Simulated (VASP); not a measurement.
Input of a VASP 6.6.1 run:

File INCAR:

```
SYSTEM = ZrCu
ALGO = Normal
EDIFF = 1E-6
EDIFFG = -0.02
ENCUT = 600
GGA = PS
IBRION = 2
ISIF = 3
ISMEAR = -1
LASPH = .True.
LCHARG = .False.
LREAL = .False.
LWAVE = .False.
NELM = 60
NSW = 60
PREC = Accurate
SIGMA = 0.1
```

The input KPOINTS:

```
k-points
0
Gamma
  7 7 7
  0 0 0
```

POSCAR

```
ZrCu
1.0
    3.2526640000      0.0000000000      0.0000000000
    0.0000000000      3.2526640000      0.0000000000
    0.0000000000      0.0000000000      3.2526640000
Zr Cu
1 1
Direct
    0.5000000000      0.5000000000      0.5000000000
    0.0000000000      0.0000000000      0.0000000000
```

Potentials or basis: VASP PAW PBE potentials, release 64 (Zr_sv, Cu).

The run is started by

```bash
$ cat potpaw_PBE.64/Zr_sv/POTCAR potpaw_PBE.64/Cu/POTCAR > POTCAR
$ mpirun -np 1 vasp_std > vasp.out
```

(1) What does it give for the relaxed cell?

(2) What does it give for the relaxed volume?

## Answers

(1) a = 3.231 Å, b = 3.231 Å, c = 3.231 Å, α = 90.00°, β = 90.00°, γ = 90.00°.

(2) 16.87 Å³/atom.

Caveat: the PAW data sets were made with another functional, which shifts forces and pressure a little.
